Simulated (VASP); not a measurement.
# CdSe (P6_3mc) in VASP: a series of runs

Aim: see how the results for CdSe move with the level of theory and the settings. Levels: r2SCAN, PBE. Tasks: single point.

Everything below comes from runs of VASP 6.6.1. Logs are shortened: lines on timing, memory, paths and dates and some standing lists are left out, and cuts for length are marked.

**1. The cell of the first run**

It takes space group P6_3mc (No. 186, hexagonal). The conventional cell has a = 4.384 Å, b = 4.384 Å, c = 7.147 Å, α = 90.00°, β = 90.00°, γ = 120.00°. Cd (site symmetry 3m) has 4 Se at 2.68 to 2.69 Å within 3.5 Å. Within 3.5 Å of Se (site symmetry 3m) lie 4 Cd at 2.68 to 2.69 Å.

**2. Single point, r2SCAN (volume changed by +3%)**

POSCAR

```
CdSe
1.0
    4.3837039230      0.0000000000      0.0000000000
   -2.1918519615      3.7963989600      0.0000000000
    0.0000000000      0.0000000000      7.1467163386
Cd Se
2 2
Direct
    0.3333333333      0.6666666667     -0.0004760038
    0.6666666667      0.3333333333      0.4995239962
    0.3333333333      0.6666666667      0.3754760038
    0.6666666667      0.3333333333      0.8754760038
```

INCAR.step1

```
  PREC = Accurate
  ENCUT = 520
  ISMEAR = 0
  SIGMA = 0.01
  LREAL = False
  LASPH = True
  NELM = 60
  NBANDS = 26
  GGA = PE
  ALGO = Normal
  EDIFF = 1E-4
  LWAVE = True
  LCHARG = False
```

INCAR.step2

```
  PREC = Accurate
  ENCUT = 520
  EDIFF = 1E-7
  ISMEAR = 0
  SIGMA = 0.01
  LREAL = False
  LASPH = True
  NELM = 60
  ALGO = Normal
  ISIF = 2
  LWAVE = False
  LCHARG = False
  METAGGA = R2SCAN
  LMIXTAU = True
  NBANDS = 26
  ISTART = 1
```

KPOINTS

```
regular mesh
0
Gamma
  6 6 4
```

Potentials or basis: VASP PAW PBE potentials, release 64 (Cd, Se).

The run is started by

```console
$ cat potpaw_PBE.64/Cd/POTCAR potpaw_PBE.64/Se/POTCAR > POTCAR
$ cp INCAR.step1 INCAR
$ mpirun -np 1 vasp_std > vasp.out
$ cp INCAR.step2 INCAR
$ mpirun -np 1 vasp_std > vasp.out
```

OUTCAR:

```text
PREC = Accurate
   ENCUT = 520
   EDIFF = 1E-7
   ISMEAR = 0
   LREAL = False
   LASPH = True
   NELM = 60
   ISIF = 2
   METAGGA = R2SCAN
   ISTART = 1

 ion  position               nearest neighbor table
   1  0.333  0.667  1.000-   4 2.68   4 2.68   4 2.68   3 2.69
   2  0.667  0.333  0.500-   3 2.68   3 2.68   3 2.68   4 2.69
   3  0.333  0.667  0.375-   2 2.68   2 2.68   2 2.68   1 2.69
   4  0.667  0.333  0.875-   1 2.68   1 2.68   1 2.68   2 2.69

  LATTYP: Found a hexagonal cell.
 ALAT       =     4.3837039230
 C/A-ratio  =     1.6302917497

  Lattice vectors:

 A1 = (   4.3837039230,   0.0000000000,   0.0000000000)
 A2 = (  -2.1918519615,   3.7963989600,   0.0000000000)
 A3 = (   0.0000000000,   0.0000000000,   7.1467163386)

Analysis of symmetry for initial positions (statically):
=====================================================================
 Subroutine PRICEL returns:
 Original cell was already a primitive cell.

 Routine SETGRP: Setting up the symmetry group for a
 hexagonal supercell.

 Subroutine GETGRP returns: Found 12 space group operations
 (whereof  6 operations were pure point group operations)
 out of a pool of 24 trial point group operations.

The static configuration has the point symmetry C_3v.
 The point group associated with its full space group is C_6v.

Analysis of symmetry for dynamics (positions and initial velocities):
=====================================================================
 Subroutine PRICEL returns:
 Original cell was already a primitive cell.

 Routine SETGRP: Setting up the symmetry group for a
 hexagonal supercell.

 Subroutine GETGRP returns: Found 12 space group operations
 (whereof  6 operations were pure point group operations)
 out of a pool of 24 trial point group operations.

The dynamic configuration has the point symmetry C_3v.
 The point group associated with its full space group is C_6v.

 Subroutine INISYM returns: Found 12 space group operations
 (whereof  6 operations are pure point group operations),
 and found     1 'primitive' translations

----------------------------------------------------------------------------------------

                                     Primitive cell

  volume of cell :     118.9377

  direct lattice vectors                    reciprocal lattice vectors
     4.383703923  0.000000000  0.000000000     0.228117596  0.131703755  0.000000000
    -2.191851961  3.796398960  0.000000000     0.000000000  0.263407511  0.000000000
     0.000000000  0.000000000  7.146716339     0.000000000  0.000000000  0.139924401

  length of vectors
     4.383703923  4.383703923  7.146716339     0.263407511  0.263407511  0.139924401

  position of ions in fractional coordinates (direct lattice)
     0.333333333  0.666666667  0.999523996
     0.666666667  0.333333333  0.499523996
     0.333333333  0.666666667  0.375476004
     0.666666667  0.333333333  0.875476004

  ion indices of the primitive-cell ions
   primitive index   ion index
                 1           1
                 2           2
                 3           3
                 4           4

----------------------------------------------------------------------------------------

 KPOINTS: regular mesh

Automatic generation of k-mesh.
 Grid dimensions read from file:
 generate k-points for:    6    6    4

 Generating k-lattice:

  Cartesian coordinates                     Fractional coordinates (reciprocal lattice)
     0.038019599  0.021950626  0.000000000     0.166666667  0.000000000  0.000000000
     0.000000000  0.043901252  0.000000000     0.000000000  0.166666667  0.000000000
     0.000000000  0.000000000  0.034981100     0.000000000  0.000000000  0.250000000

  Length of vectors
     0.043901252  0.043901252  0.034981100

  Shift w.r.t. Gamma in fractional coordinates (k-lattice)
     0.000000000  0.000000000  0.000000000

 Subroutine IBZKPT returns following result:
 ===========================================

 Found     21 irreducible k-points:

 Following reciprocal coordinates:
            Coordinates               Weight
  0.000000  0.000000  0.000000      1.000000
  0.166667 -0.000000  0.000000      6.000000
  0.333333 -0.000000  0.000000      6.000000
  0.500000  0.000000  0.000000      3.000000
  0.166667  0.166667  0.000000      6.000000
  0.333333  0.166667  0.000000     12.000000
[... 13 lines left out ...]
  0.333333  0.166667  0.500000     12.000000
  0.333333  0.333333  0.500000      2.000000
   k-points           NKPTS =     21   k-points in BZ     NKDIM =     21   number of bands    NBANDS=     26
   number of dos      NEDOS =    301   number of ions     NIONS =      4
   total plane-waves  NPLWV =  69984
   dimension x,y,z NGX =    36 NGY =   36 NGZ =   54
   dimension x,y,z NGXF=    72 NGYF=   72 NGZF=  108
   ions per type =               2   2
   NGX,Y,Z   is equivalent  to a cutoff of  13.65, 13.65, 12.56 a.u.
   NGXF,Y,Z  is equivalent  to a cutoff of  27.31, 27.31, 25.12 a.u.
 SYSTEM =  unknown system
   PREC   = accura    normal or accurate (medium, high low for compatibility)
   ISTART =      1    job   : 0-new  1-cont  2-samecut
   ICHARG =      0    charge: 1-file 2-atom 10-const
   ISPIN  =      1    spin polarized calculation?
   LNONCOLLINEAR =      F non collinear calculations
   LSORBIT =      F    spin-orbit coupling
   LASPH  =      T    aspherical Exc in radial PAW
   ENCUT  =  520.0 eV  38.22 Ry    6.18 a.u.   8.15  8.15 13.29*2*pi/ulx,y,z
   NELM   =     60;   NELMIN=  2; NELMDL=  0     # of ELM steps
   EDIFF  = 0.1E-06   stopping-criterion for ELM
   LREAL  =      F    real-space projection
   EDIFFG = 0.1E-05   stopping-criterion for IOM
   NSW    =      0    number of steps for IOM
   IBRION =     -1    ionic relax: 0-MD 1-quasi-New 2-CG
   NFREE  =      0    steps in history (QN), initial steepest desc. (CG)
   ISIF   =      2    stress and relaxation
   ISYM   =      2    0-nonsym 1-usesym 2-fastsym
   POTIM  = 0.5000    time-step for ionic-motion
   TEBEG  =    0.0;   TEEND  =   0.0 temperature during run
   PSTRESS=    0.0 pullay stress
   NELECT =      36.0000    total number of electrons
   NUPDOWN=      -1.0000    fix difference up-down
   EMIN   =  10.00;   EMAX   =-10.00  energy-range for DOS
   EFERMI =   0.00;   METHOD = LEGACY
   ISMEAR =     0;   SIGMA  =   0.01  broadening in eV -4-tet -1-fermi 0-gaus
   EFERMI_NEDOS =   21; number of points for ismear=-14 and -15
   IALGO  =     38    algorithm
   IMIX   =      4    mixing-type and parameters
     AMIX     =   0.40;   BMIX     =  1.00
     AMIX_MAG =   1.60;   BMIX_MAG =  1.00
  volume/ion in A,a.u.               =      29.73       200.66
  Fermi-wavevector in a.u.,A,eV,Ry     =   1.099181  2.077151 16.438537  1.208198
  Thomas-Fermi vector in A             =   2.235571
   LORBIT       =      0    0 simple, 1 ext, 2 COOP (PROOUT), +10 PAW based schemes
   METAGGA = R2SCAN    functional components
   LHFCALC =     F    Hartree Fock is set to
   AEXX    =    0.0000 exact exchange contribution
   IVDW    =     0    specifies the selected vdW correction
   LEPSILON=     F    determine dielectric tensor
   LRPA    =     F    only Hartree local field effects (RPA)
 non-spin polarized calculation
 Gauss-broadening in eV      SIGMA  =   0.01
  energy-cutoff  :      520.00
  volume of cell :      118.94
 maximum number of plane-waves:      3236
 NGX is ok and might be reduce to    36
   NGX = 17   NGY = 17   NGZ = 27

 number of electron      36.0000015 magnetization

 Free energy of the ion-electron system (eV)
  ---------------------------------------------------
  ext. energy  EPLUGINS =         0.00000000
  ---------------------------------------------------
  free energy    TOTEN  =       -71.81914086 eV

  energy without entropy =      -71.81914086  energy(sigma->0) =      -71.81914086

 E-fermi :   0.3305     XC(G=0):  -9.1566

 val. band max:        0.2209740194   @ k =   0.0000   0.0000   0.0000
 cond. band min:       1.2431427720   @ k =   0.0000   0.0000   0.0000
 fundamental gap:      1.0221687526
 Fermi energy:         0.3305297601

 k-point     1 :       0.0000    0.0000    0.0000
  band No.  band energies     occupation
      1     -12.4966      2.00000
      2     -12.1592      2.00000
      3      -7.7719      2.00000
      4      -7.7664      2.00000
      5      -7.7664      2.00000
      6      -7.7036      2.00000
[... 18 lines left out ...]
     25       7.7343      0.00000
     26       8.1575      0.00000

 k-point     2 :       0.1667   -0.0000    0.0000
  band No.  band energies     occupation
      1     -12.4227      2.00000
      2     -12.1263      2.00000
      3      -7.7488      2.00000
      4      -7.7405      2.00000
      5      -7.7011      2.00000
      6      -7.6675      2.00000
[... 18 lines left out ...]
     25       7.7668      0.00000
     26       8.3397      0.00000

 k-point     3 :       0.3333   -0.0000    0.0000
  band No.  band energies     occupation
      1     -12.2619      2.00000
      2     -12.0708      2.00000
      3      -7.7083      2.00000
      4      -7.6987      2.00000
      5      -7.6004      2.00000
      6      -7.5967      2.00000
[... 18 lines left out ...]
     25       8.4636      0.00000
     26       8.8764      0.00000

 k-point     4 :       0.5000    0.0000    0.0000
  band No.  band energies     occupation
      1     -12.1655      2.00000
      2     -12.0580      2.00000
      3      -7.6933      2.00000
      4      -7.6842      2.00000
      5      -7.5637      2.00000
      6      -7.5481      2.00000
[... 18 lines left out ...]
     25       8.4952      0.00000
     26      10.2954      0.00000
[... 409 lines left out ...]
      1     -12.1895      2.00000
      2     -12.1895      2.00000
      3      -7.6760      2.00000
      4      -7.6760      2.00000
      5      -7.6564      2.00000
      6      -7.6564      2.00000
[... 18 lines left out ...]
     25       8.1806      0.00000
     26       8.1806      0.00000

 k-point    20 :       0.3333    0.1667    0.5000
  band No.  band energies     occupation
      1     -12.1067      2.00000
      2     -12.1067      2.00000
      3      -7.6500      2.00000
      4      -7.6500      2.00000
      5      -7.6252      2.00000
      6      -7.6252      2.00000
[... 18 lines left out ...]
     25       8.6247      0.00000
     26       8.6247      0.00000

 k-point    21 :       0.3333    0.3333    0.5000
  band No.  band energies     occupation
      1     -12.0797      2.00000
      2     -12.0797      2.00000
      3      -7.6319      2.00000
      4      -7.6319      2.00000
      5      -7.6226      2.00000
      6      -7.6226      2.00000
[... 18 lines left out ...]
     25       9.4884      0.00000
     26       9.4884      0.00000

------------------------ aborting loop because EDIFF is reached ----------------------------------------

  FORCE on cell =-STRESS in cart. coord.  units (eV):
  Direction    XX          YY          ZZ          XY          YZ          ZX
  --------------------------------------------------------------------------------------
  -------------------------------------------------------------------------------------
  Total       -0.8980360     -0.8980360     -0.8984384      0.0000000      0.0000000      0.0000000
  in kB      -12.0971960    -12.0971960    -12.1026171      0.0000000      0.0000000      0.0000000
  external PRESSURE =     -12.0990030 kB  Pullay stress =       0.0000000 kB

 VOLUME and BASIS-vectors are now :
 -----------------------------------------------------------------------------
  energy-cutoff  :      520.00
  volume of cell :      118.94
      direct lattice vectors                 reciprocal lattice vectors
     4.383703923  0.000000000  0.000000000     0.228117596  0.131703755  0.000000000
    -2.191851961  3.796398960  0.000000000     0.000000000  0.263407511  0.000000000
     0.000000000  0.000000000  7.146716339     0.000000000  0.000000000  0.139924401

 POSITION                                       TOTAL-FORCE (eV/Angst)
 -----------------------------------------------------------------------------------
     -0.00000      2.53093      7.14331        -0.000000      0.000000     -0.001880
      2.19185      1.26547      3.56996         0.000000     -0.000000     -0.001880
     -0.00000      2.53093      2.68342         0.000000     -0.000000      0.001880
      2.19185      1.26547      6.25678        -0.000000      0.000000      0.001880
 -----------------------------------------------------------------------------------
    total drift:                               -0.000000     -0.000000     -0.002898

  FREE ENERGIE OF THE ION-ELECTRON SYSTEM (eV)
  ---------------------------------------------------
  free  energy   TOTEN  =       -71.8191408645 eV

  energy  without entropy=      -71.8191408645  energy(sigma->0) =      -71.81914086
```

Run time: 4.1 min. Hardware: 1 thread of Intel Xeon Platinum 8559C (Emerald Rapids), shared host; peak memory 0.3 GiB.

What came out:

```yaml
Free_energy: -71.8191 eV
Pressure: -1.2 GPa
Band_gap_on_the_k_mesh: 1.02 eV, direct
```

Caveat: the cell differs from its parent crystal (volume changed by +3%); the PAW data sets were made with another functional, which shifts forces and pressure a little.

**3. Single point, r2SCAN (volume changed by +6%)**

POSCAR

```
CdSe
1.0
    4.4258575082      0.0000000000      0.0000000000
   -2.2129287541      3.8329050357      0.0000000000
    0.0000000000      0.0000000000      7.2154389807
Cd Se
2 2
Direct
    0.3333333333      0.6666666667     -0.0004760038
    0.6666666667      0.3333333333      0.4995239962
    0.3333333333      0.6666666667      0.3754760038
    0.6666666667      0.3333333333      0.8754760038
```

INCAR.step1

```
PREC = Accurate
ENCUT = 520
ISMEAR = 0
SIGMA = 0.01
LREAL = F
LASPH = T
NELM = 60
NBANDS = 26
GGA = PE
ALGO = Normal
EDIFF = 1E-4
LWAVE = T
LCHARG = F
```

INCAR.step2

```
PREC = Accurate
ENCUT = 520
EDIFF = 1E-6
ISMEAR = 0
SIGMA = 0.01
LREAL = F
LASPH = T
NELM = 60
ALGO = Normal
ISIF = 2
LWAVE = F
LCHARG = F
METAGGA = R2SCAN
LMIXTAU = T
NBANDS = 26
ISTART = 1
```

KPOINTS is that of step 2.

Potentials or basis: VASP PAW PBE potentials, release 64 (Cd, Se).

The run is started by

```console
$ cat potpaw_PBE.64/Cd/POTCAR potpaw_PBE.64/Se/POTCAR > POTCAR
$ cp INCAR.step1 INCAR
$ mpirun -np 1 vasp_std > vasp.out
$ cp INCAR.step2 INCAR
$ mpirun -np 1 vasp_std > vasp.out
```

Run time: 3.4 min. Hardware: 1 thread of Intel Xeon Platinum 8559C (Emerald Rapids), shared host; peak memory 0.3 GiB.

It converged, with:

| Property | Result |
| --- | --- |
| Free energy | -71.7795 eV |
| Pressure | -2.4 GPa |
| Largest force | 0.003 eV/Å |
| Band gap on the k mesh | 0.95 eV, direct |

Forces in eV/Å, atoms in the order of the input:
```
Cd   0.000  0.000 -0.003
Cd   0.000  0.000 -0.003
Se   0.000  0.000  0.003
Se   0.000  0.000  0.003
```

Levels at points of the mesh, in eV from the valence-band top:
```csv
k point,band 14,band 15,band 16,band 17,band 18,band 19,band 20,band 21,band 22,band 23
"(0.00, 0.00, 0.00)",-0.66,-0.66,-0.04,0.00,0.00,0.95,2.56,6.36,6.36,6.66
"(0.50, 0.00, 0.00)",-3.29,-2.33,-1.62,-1.14,-0.65,3.49,3.69,5.10,6.32,6.91
"(0.00, 0.00, 0.50)",-2.42,-0.34,-0.34,-0.34,-0.34,2.64,2.64,6.16,6.16,6.74
"(0.50, 0.00, 0.50)",-3.81,-1.18,-1.18,-1.17,-1.17,3.28,3.28,5.24,5.24,7.92
```

Caveat: the cell differs from its parent crystal (volume changed by +6%); the PAW data sets were made with another functional, which shifts forces and pressure a little.

**4. Single point, PBE**

This run uses another cell than the first one, of 28.87 Å³/atom, 0.971 times its volume.

INCAR

```
SYSTEM = CdSe
  PREC = Accurate
  ENCUT = 520
  EDIFF = 1E-7
  ISMEAR = 0
  SIGMA = 0.01
  LREAL = .FALSE.
  LASPH = .TRUE.
  NELM = 100
  ALGO = Normal
  ISIF = 2
  LWAVE = .FALSE.
  LCHARG = .FALSE.
  GGA = PE
  NBANDS = 26
```

KPOINTS

```
regular mesh
0
G
  12 12 4
  0 0 0
```

POSCAR

```
CdSe
1.0
    4.3407236658      0.0000000000      0.0000000000
   -2.1703618329      3.7591769654      0.0000000000
    0.0000000000      0.0000000000      7.0766459798
Cd Se
2 2
Direct
    0.3333333333      0.6666666667     -0.0004760038
    0.6666666667      0.3333333333      0.4995239962
    0.3333333333      0.6666666667      0.3754760038
    0.6666666667      0.3333333333      0.8754760038
```

The run is started by

```console
$ cat potpaw_PBE.64/Cd/POTCAR potpaw_PBE.64/Se/POTCAR > POTCAR
$ mpirun -np 1 vasp_std > vasp.out
```

Wall time 98 s (1 thread of Intel Xeon Platinum 8559C (Emerald Rapids), shared host); peak memory 0.31 GiB.

It converged, with:

* Free energy: -10.9736 eV
* Pressure: 1.7 GPa
* Band gap on the k mesh: 0.61 eV, direct

Levels at points of the mesh, in eV from the valence-band top:
| k point | band 14 | band 15 | band 16 | band 17 | band 18 | band 19 | band 20 | band 21 | band 22 | band 23 |
| --- | --- | --- | --- | --- | --- | --- | --- | --- | --- | --- |
| (0.00, 0.00, 0.00) | -0.73 | -0.73 | -0.04 | 0.00 | 0.00 | 0.61 | 2.17 | 5.86 | 5.86 | 6.15 |
| (0.50, 0.00, 0.00) | -3.54 | -2.55 | -1.77 | -1.27 | -0.72 | 3.16 | 3.33 | 4.78 | 6.06 | 6.45 |
| (0.00, 0.00, 0.50) | -2.60 | -0.38 | -0.38 | -0.38 | -0.38 | 2.32 | 2.32 | 5.82 | 5.82 | 6.25 |
| (0.50, 0.00, 0.50) | -4.08 | -1.30 | -1.30 | -1.29 | -1.29 | 2.92 | 2.92 | 4.84 | 4.84 | 7.66 |

PBE gaps usually lie below the measured ones, often by a third to a half.

**5. The runs side by side**

```tsv
level	cell	k mesh	gap on the mesh (eV)	pressure (GPa)
r2SCAN	a = 4.384, b = 4.384, c = 7.147 Å, angles 90.0, 90.0, 120.0°, 4 atoms	6 × 6 × 4	1.02	-1.2
r2SCAN	a = 4.426, b = 4.426, c = 7.215 Å, angles 90.0, 90.0, 120.0°, 4 atoms	6 × 6 × 4	0.95	-2.4
PBE	a = 4.341, b = 4.341, c = 7.077 Å, angles 90.0, 90.0, 120.0°, 4 atoms	12 × 12 × 4	0.61	1.7
```

Alike in all rows: task single point; potentials or basis VASP PAW PBE potentials, release 64 (Cd, Se); no spin polarisation; cutoff (eV) 520; smearing gaussian 0.01 eV.

Caveats: the PAW data sets were made with another functional, which shifts forces and pressure a little (some runs).

Absolute energies hang on the potentials; compare differences alone.
